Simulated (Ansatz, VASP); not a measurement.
**Two plane-wave programs on AsP2**

```xyz
6
Lattice="4.9823 0.0000 0.0000 0.0000 6.1778 0.0000 0.0000 0.0000 3.8453" Properties=species:S:1:pos:R:3 pbc="T T T"
P     0.8553    2.4566    0.0000
P     4.1270    3.7213    0.0000
P     3.3464    0.6323    1.9226
P     1.6358    5.5455    1.9226
As    0.0000    0.0000    0.0000
As    2.4911    3.0889    1.9226
```

Alike in both runs: functional PBE; k mesh 8 × 6 × 10; occupations gaussian, width 0.1 eV; no spin polarisation.

Ansatz relaxed the structure, and its values are those at the end. VASP's run is a single point on that final structure, the one shown.

```csv
,VASP,Ansatz
version,VASP 6.6.1,Ansatz 0.2.0
potentials or method,"VASP PAW PBE potentials, release 64 (P, As), cutoff 520 eV","scalar-relativistic, plane waves, PAW"
valence electrons in the cell,30,50
```

|  | VASP | Ansatz | Ansatz less VASP |
| --- | --- | --- | --- |
| gap on the k mesh at the Fermi level (eV) | none | none | - |
| pressure (GPa) | -0.1 | 0.0 | +0.05 |
| rms of the force components (eV/Å) | 0.021 | 0.004 | -0.0166 |

A gap of «none» marks a metal or a gap that the smearing closes. VASP's potentials hold 30 valence electrons a cell and Ansatz's 50, so a difference there can come from the potentials and not from the codes.
